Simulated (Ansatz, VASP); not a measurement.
## GaN: VASP beside Ansatz

```
Ga N
1.0
     2.27424    2.27424    0.00000
    -2.27424    2.27424    0.00000
     0.00000    0.00000    4.54848
Ga N
2 2
Direct
  0.00000 0.00000 0.00000
  0.50000 0.50000 0.50000
  0.50000 0.00000 0.25000
  0.00000 0.50000 0.75000
```

Alike in both runs: task single point; functional PBE; k mesh 8 × 8 × 6; occupations gaussian, width 0.02 eV; no spin polarisation.

|  | VASP | Ansatz |
| --- | --- | --- |
| version | VASP 6.6.1 | Ansatz 0.2.0 |
| potentials or method | VASP PAW PBE potentials, release 64 (Ga_d, N), cutoff 520 eV | scalar-relativistic, plane waves, PAW |
| valence electrons in the cell | 36 | 36 |

|  | VASP | Ansatz | Ansatz less VASP |
| --- | --- | --- | --- |
| gap on the k mesh at the Fermi level (eV) | 1.55 | 1.54 | -0.007 |
| least direct gap on the mesh (eV) | 1.55 | 1.54 | -0.007 |
| pressure (GPa) | 0.1 | 0.0 | -0.11 |
